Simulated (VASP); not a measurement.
# InP3 (R-3m) in VASP: a series of runs

The runs below take InP3 through single point, with r2SCAN.

Program: VASP 6.6.1. These are calculated values, not measurements. Logs are shortened: lines on timing, memory, paths and dates and some standing lists are left out, and cuts for length are marked.

## (1) The cell of the first run

The structure is trigonal, space group R-3m (No. 166). Conventional cell: a = 7.483 Å, b = 7.483 Å, c = 10.916 Å, α = 90.00°, β = 90.00°, γ = 120.00°. In (site symmetry 3m) has 6 P at 2.71 to 3.06 Å within 3.6 Å. P (site symmetry m) has 2 P at 2.25 Å and 2 In at 2.71 to 3.06 Å within 3.1 Å.

## (2) Single point, r2SCAN (strain +0.000 along x and y, +0.080 along z)

POSCAR reads:

```
InP3
1.0
    3.7414989631      2.1601554335      3.6387921039
   -3.7414989631      2.1601554335      3.6387921039
    0.0000000000     -4.3203108670      3.6387921039
In P
2 6
Direct
    0.2702520051      0.2702520051      0.2702520051
    0.7297479949      0.7297479949      0.7297479949
    0.7982893833      0.2446976833      0.7982893833
    0.7982893833      0.7982893833      0.2446976833
    0.2446976833      0.7982893833      0.7982893833
    0.2017106167      0.7553023167      0.2017106167
    0.7553023167      0.2017106167      0.2017106167
    0.2017106167      0.2017106167      0.7553023167
```

INCAR.step1 reads:

```
PREC = Accurate ; ENCUT = 550
ISMEAR = 0 ; SIGMA = 0.15
LREAL = False ; LASPH = True
NELM = 120 ; NBANDS = 38
GGA = PE ; ALGO = Normal
EDIFF = 1E-5 ; LWAVE = True
LCHARG = False ; GGA_COMPAT = False
```

INCAR.step2 reads:

```
PREC = Accurate ; ENCUT = 550
EDIFF = 1E-6 ; ISMEAR = 0
SIGMA = 0.15 ; LREAL = False
LASPH = True ; NELM = 120
ALGO = Normal ; ISIF = 2
LWAVE = False ; LCHARG = False
METAGGA = R2SCAN ; LMIXTAU = True
NBANDS = 38 ; ISTART = 1
GGA_COMPAT = False
```

KPOINTS reads:

```
Automatic mesh
0
Gamma
  6 6 6
```

Potentials or basis: VASP PAW PBE potentials, release 64 (In_d, P).

Run with:

```console
$ cat potpaw_PBE.64/In_d/POTCAR potpaw_PBE.64/P/POTCAR > POTCAR
$ cp INCAR.step1 INCAR
$ mpirun -np 1 vasp_std > vasp.out
$ cp INCAR.step2 INCAR
$ mpirun -np 1 vasp_std > vasp.out
```

OUTCAR:

```text
PREC = Accurate
   ENCUT = 550
   EDIFF = 1E-6
   ISMEAR = 0
   LREAL = False
   LASPH = True
   NELM = 120
   ISIF = 2
   METAGGA = R2SCAN
   ISTART = 1

 ion  position               nearest neighbor table
   1  0.270  0.270  0.270-   8 2.71   7 2.71   6 2.71   8 3.06   6 3.06   7 3.06
   2  0.730  0.730  0.730-   4 2.71   3 2.71   5 2.71   4 3.06   5 3.06   3 3.06
   3  0.798  0.245  0.798-   7 2.25   8 2.25   2 2.71   2 3.06
   4  0.798  0.798  0.245-   6 2.25   7 2.25   2 2.71   2 3.06
   5  0.245  0.798  0.798-   6 2.25   8 2.25   2 2.71   2 3.06
   6  0.202  0.755  0.202-   5 2.25   4 2.25   1 2.71   1 3.06
   7  0.755  0.202  0.202-   3 2.25   4 2.25   1 2.71   1 3.06
   8  0.202  0.202  0.755-   3 2.25   5 2.25   1 2.71   1 3.06

  LATTYP: Found a trigonal (rhomboedric) cell.
 ALAT       =     5.6485302481
 COS(alpha) =     0.1224935113

  Lattice vectors:

 A1 = (   3.7414989631,   2.1601554335,   3.6387921039)
 A2 = (  -3.7414989631,   2.1601554335,   3.6387921039)
 A3 = (   0.0000000000,  -4.3203108670,   3.6387921039)

Analysis of symmetry for initial positions (statically):
=====================================================================
 Subroutine PRICEL returns:
 Original cell was already a primitive cell.

 Routine SETGRP: Setting up the symmetry group for a
 trigonal (rhombohedral) supercell.

 Subroutine GETGRP returns: Found 12 space group operations
 (whereof 12 operations were pure point group operations)
 out of a pool of 12 trial point group operations.

The static configuration has the point symmetry D_3d.

Analysis of symmetry for dynamics (positions and initial velocities):
=====================================================================
 Subroutine PRICEL returns:
 Original cell was already a primitive cell.

 Routine SETGRP: Setting up the symmetry group for a
 trigonal (rhombohedral) supercell.

 Subroutine GETGRP returns: Found 12 space group operations
 (whereof 12 operations were pure point group operations)
 out of a pool of 12 trial point group operations.

The dynamic configuration has the point symmetry D_3d.

 Subroutine INISYM returns: Found 12 space group operations
 (whereof 12 operations are pure point group operations),
 and found     1 'primitive' translations

----------------------------------------------------------------------------------------

                                     Primitive cell

  volume of cell :     176.4571

  direct lattice vectors                    reciprocal lattice vectors
     3.741498963  2.160155433  3.638792104     0.133636279  0.077154942  0.091605490
    -3.741498963  2.160155433  3.638792104    -0.133636279  0.077154942  0.091605490
     0.000000000 -4.320310867  3.638792104     0.000000000 -0.154309884  0.091605490

  length of vectors
     5.648530248  5.648530248  5.648530248     0.179452239  0.179452239  0.179452239

  position of ions in fractional coordinates (direct lattice)
     0.270252005  0.270252005  0.270252005
     0.729747995  0.729747995  0.729747995
     0.798289383  0.244697683  0.798289383
     0.798289383  0.798289383  0.244697683
     0.244697683  0.798289383  0.798289383
     0.201710617  0.755302317  0.201710617
     0.755302317  0.201710617  0.201710617
     0.201710617  0.201710617  0.755302317

  ion indices of the primitive-cell ions
   primitive index   ion index
                 1           1
                 2           2
                 3           3
                 4           4
                 5           5
                 6           6
                 7           7
                 8           8

----------------------------------------------------------------------------------------

 KPOINTS: Automatic mesh

Automatic generation of k-mesh.
 Grid dimensions read from file:
 generate k-points for:    6    6    6

 Generating k-lattice:

  Cartesian coordinates                     Fractional coordinates (reciprocal lattice)
     0.022272713  0.012859157  0.015267582     0.166666667 -0.000000000 -0.000000000
    -0.022272713  0.012859157  0.015267582    -0.000000000  0.166666667 -0.000000000
     0.000000000 -0.025718314  0.015267582    -0.000000000 -0.000000000  0.166666667

  Length of vectors
     0.029908706  0.029908706  0.029908706

  Shift w.r.t. Gamma in fractional coordinates (k-lattice)
     0.000000000  0.000000000  0.000000000

 Subroutine IBZKPT returns following result:
 ===========================================

 Found     32 irreducible k-points:

 Following reciprocal coordinates:
            Coordinates               Weight
  0.000000  0.000000  0.000000      1.000000
  0.166667 -0.000000 -0.000000      6.000000
  0.333333 -0.000000 -0.000000      6.000000
  0.500000 -0.000000  0.000000      3.000000
  0.166667  0.166667  0.000000      6.000000
  0.333333  0.166667 -0.000000     12.000000
[... 16 lines left out ...]
  0.500000  0.500000  0.166667      6.000000
 -0.333333  0.500000  0.166667     12.000000
 [... further k-points ...]
   k-points           NKPTS =     32   k-points in BZ     NKDIM =     32   number of bands    NBANDS=     38
   number of dos      NEDOS =    301   number of ions     NIONS =      8
   total plane-waves  NPLWV = 110592
   dimension x,y,z NGX =    48 NGY =   48 NGZ =   48
   dimension x,y,z NGXF=    96 NGYF=   96 NGZF=   96
   ions per type =               2   6
   NGX,Y,Z   is equivalent  to a cutoff of  14.13, 14.13, 14.13 a.u.
   NGXF,Y,Z  is equivalent  to a cutoff of  28.25, 28.25, 28.25 a.u.
 SYSTEM =  unknown system
   PREC   = accura    normal or accurate (medium, high low for compatibility)
   ISTART =      1    job   : 0-new  1-cont  2-samecut
   ICHARG =      0    charge: 1-file 2-atom 10-const
   ISPIN  =      1    spin polarized calculation?
   LNONCOLLINEAR =      F non collinear calculations
   LSORBIT =      F    spin-orbit coupling
   LASPH  =      T    aspherical Exc in radial PAW
   ENCUT  =  550.0 eV  40.42 Ry    6.36 a.u.  10.80 10.80 10.80*2*pi/ulx,y,z
   NELM   =    120;   NELMIN=  2; NELMDL=  0     # of ELM steps
   EDIFF  = 0.1E-05   stopping-criterion for ELM
   LREAL  =      F    real-space projection
   EDIFFG = 0.1E-04   stopping-criterion for IOM
   NSW    =      0    number of steps for IOM
   IBRION =     -1    ionic relax: 0-MD 1-quasi-New 2-CG
   NFREE  =      0    steps in history (QN), initial steepest desc. (CG)
   ISIF   =      2    stress and relaxation
   ISYM   =      2    0-nonsym 1-usesym 2-fastsym
   POTIM  = 0.5000    time-step for ionic-motion
   TEBEG  =    0.0;   TEEND  =   0.0 temperature during run
   PSTRESS=    0.0 pullay stress
   NELECT =      56.0000    total number of electrons
   NUPDOWN=      -1.0000    fix difference up-down
   EMIN   =  10.00;   EMAX   =-10.00  energy-range for DOS
   EFERMI =   0.00;   METHOD = LEGACY
   ISMEAR =     0;   SIGMA  =   0.15  broadening in eV -4-tet -1-fermi 0-gaus
   EFERMI_NEDOS =   21; number of points for ismear=-14 and -15
   IALGO  =     38    algorithm
   IMIX   =      4    mixing-type and parameters
     AMIX     =   0.40;   BMIX     =  1.00
     AMIX_MAG =   1.60;   BMIX_MAG =  1.00
  volume/ion in A,a.u.               =      22.06       148.85
  Fermi-wavevector in a.u.,A,eV,Ry     =   1.116669  2.110198 16.965780  1.246950
  Thomas-Fermi vector in A             =   2.253285
   LORBIT       =      0    0 simple, 1 ext, 2 COOP (PROOUT), +10 PAW based schemes
   METAGGA = R2SCAN    functional components
   LHFCALC =     F    Hartree Fock is set to
   AEXX    =    0.0000 exact exchange contribution
   IVDW    =     0    specifies the selected vdW correction
   LEPSILON=     F    determine dielectric tensor
   LRPA    =     F    only Hartree local field effects (RPA)
 non-spin polarized calculation
 Gauss-broadening in eV      SIGMA  =   0.15
  energy-cutoff  :      550.00
  volume of cell :      176.46
 maximum number of plane-waves:      5192
 NGX is ok and might be reduce to    48
   NGX = 21   NGY = 21   NGZ = 21

 number of electron      55.9999992 magnetization

 Free energy of the ion-electron system (eV)
  ---------------------------------------------------
  ext. energy  EPLUGINS =         0.00000000
  ---------------------------------------------------
  free energy    TOTEN  =       -99.83359778 eV

  energy without entropy =      -99.82379489  energy(sigma->0) =      -99.82869633

 E-fermi :   5.5058     XC(G=0): -10.1841

 val. band max:        5.3754766897   @ k =   0.3333   0.3333   0.1667
 cond. band min:       5.5151994309   @ k =   0.5000   0.5000   0.0000
 fundamental gap:      0.1397227412
 Fermi energy:         5.5057982283

 k-point     1 :       0.0000    0.0000    0.0000
  band No.  band energies     occupation
      1      -9.4420      2.00000
      2      -9.4420      2.00000
      3      -9.3497      2.00000
      4      -9.3497      2.00000
      5      -9.2679      2.00000
      6      -9.2626      2.00000
[... 30 lines left out ...]
     37      11.3407      0.00000
     38      12.7379      0.00000

 k-point     2 :       0.1667   -0.0000   -0.0000
  band No.  band energies     occupation
      1      -9.4456      2.00000
      2      -9.4359      2.00000
      3      -9.3533      2.00000
      4      -9.3460      2.00000
      5      -9.2707      2.00000
      6      -9.2647      2.00000
[... 30 lines left out ...]
     37      10.8667      0.00000
     38      12.1241      0.00000

 k-point     3 :       0.3333   -0.0000   -0.0000
  band No.  band energies     occupation
      1      -9.4496      2.00000
      2      -9.4215      2.00000
      3      -9.3628      2.00000
      4      -9.3403      2.00000
      5      -9.2746      2.00000
      6      -9.2676      2.00000
[... 30 lines left out ...]
     37      10.9434      0.00000
     38      11.7393      0.00000

 k-point     4 :       0.5000   -0.0000    0.0000
  band No.  band energies     occupation
      1      -9.4505      2.00000
      2      -9.4121      2.00000
      3      -9.3699      2.00000
      4      -9.3380      2.00000
      5      -9.2755      2.00000
      6      -9.2689      2.00000
[... 30 lines left out ...]
     37      10.9544      0.00000
     38      11.5116      0.00000
[... 703 lines left out ...]
      4      -9.3414      2.00000
      5      -9.2729      2.00000
      6      -9.2703      2.00000
[... 30 lines left out ...]
     37      10.7878      0.00000
     38      10.8722      0.00000

 k-point    23 :       0.5000    0.5000    0.1667
  band No.  band energies     occupation
      1      -9.4413      2.00000
      2      -9.3556      2.00000
      3      -9.3476      2.00000
      4      -9.3337      2.00000
      5      -9.2960      2.00000
      6      -9.2672      2.00000
[... 30 lines left out ...]
     37      10.0181      0.00000
     38      10.0628      0.00000

 k-point    24 :      -0.3333    0.5000    0.1667
  band No.  band energies     occupation
      1      -9.4529      2.00000
      2      -9.3610      2.00000
      3      -9.3525      2.00000
      4      -9.3370      2.00000
      5      -9.2843      2.00000
      6      -9.2693      2.00000
[... 30 lines left out ...]
     37      10.0708      0.00000
     38      10.5931      0.00000

 [... further k-points ...]

------------------------ aborting loop because EDIFF is reached ----------------------------------------

  FORCE on cell =-STRESS in cart. coord.  units (eV):
  Direction    XX          YY          ZZ          XY          YZ          ZX
  --------------------------------------------------------------------------------------
  -------------------------------------------------------------------------------------
  Total       -3.1743943     -3.1743943     -8.2253592      0.0000000     -0.0000000      0.0000000
  in kB      -28.8225447    -28.8225447    -74.6837872      0.0000000     -0.0000000      0.0000000
  external PRESSURE =     -44.1096255 kB  Pullay stress =       0.0000000 kB

 VOLUME and BASIS-vectors are now :
 -----------------------------------------------------------------------------
  energy-cutoff  :      550.00
  volume of cell :      176.46
      direct lattice vectors                 reciprocal lattice vectors
     3.741498963  2.160155433  3.638792104     0.133636279  0.077154942  0.091605490
    -3.741498963  2.160155433  3.638792104    -0.133636279  0.077154942  0.091605490
     0.000000000 -4.320310867  3.638792104     0.000000000 -0.154309884  0.091605490

 POSITION                                       TOTAL-FORCE (eV/Angst)
 -----------------------------------------------------------------------------------
      0.00000      0.00000      2.95017         0.000000      0.000000      0.127262
      0.00000      0.00000      7.96620         0.000000      0.000000     -0.127262
      2.07126     -1.19584      6.70002         0.182922     -0.105610      0.847576
      0.00000      2.39169      6.70002         0.000000      0.211220      0.847576
     -2.07126     -1.19584      6.70002        -0.182922     -0.105610      0.847576
     -2.07126      1.19584      4.21635        -0.182922      0.105610     -0.847576
      2.07126      1.19584      4.21635         0.182922      0.105610     -0.847576
      0.00000     -2.39169      4.21635         0.000000     -0.211220     -0.847576
 -----------------------------------------------------------------------------------
    total drift:                                0.000000     -0.000000      0.000000

  FREE ENERGIE OF THE ION-ELECTRON SYSTEM (eV)
  ---------------------------------------------------
  free  energy   TOTEN  =       -99.8335977764 eV

  energy  without entropy=      -99.8237948907  energy(sigma->0) =      -99.82869633
```

It took 7.7 min on 1 thread of Intel Xeon 6975P-C (Granite Rapids), shared host; peak memory 0.47 GiB.

Results:

- Free energy: -99.8336 eV
- Pressure: -4.4 GPa
- Largest force: 0.873 eV/Å
- Band gap on the k mesh: zero (bands 28 and 29 overlap by 0.57 eV)

Forces on the atoms (eV/Å):
```
In   0.000  0.000  0.127
In   0.000  0.000 -0.127
P    0.183 -0.106  0.848
P    0.000  0.211  0.848
P   -0.183 -0.106  0.848
P   -0.183  0.106 -0.848
P    0.183  0.106 -0.848
P    0.000 -0.211 -0.848
```

Levels at points of the mesh, in eV from the Fermi level:
| k point | band 26 | band 27 | band 28 | band 29 | band 30 | band 31 |
| --- | --- | --- | --- | --- | --- | --- |
| (0.00, 0.00, 0.00) | -1.92 | -0.83 | -0.62 | -0.47 | -0.47 | 2.83 |
| (0.50, 0.00, 0.00) | -1.27 | -1.17 | -1.08 | 0.80 | 2.48 | 3.04 |
| (0.50, 0.50, 0.00) | -0.96 | -0.62 | 0.01 | 1.79 | 1.90 | 2.29 |
| (0.50, 0.50, 0.50) | 0.09 | 0.10 | 0.10 | 1.90 | 1.90 | 1.94 |

Caveat: the cell differs from its parent crystal (strain +0.000 along x and y, +0.080 along z); the cell stands under tension; semilocal functionals underestimate gaps, and a narrow one can read as zero; the PAW data sets were made with another functional, which shifts forces and pressure a little; spin-orbit coupling is left out, which moves the levels of the heavy elements.

(Continued in part 2 of 2.)

The gap in the log of VASP goes by the Fermi energy; the results here count the filled bands.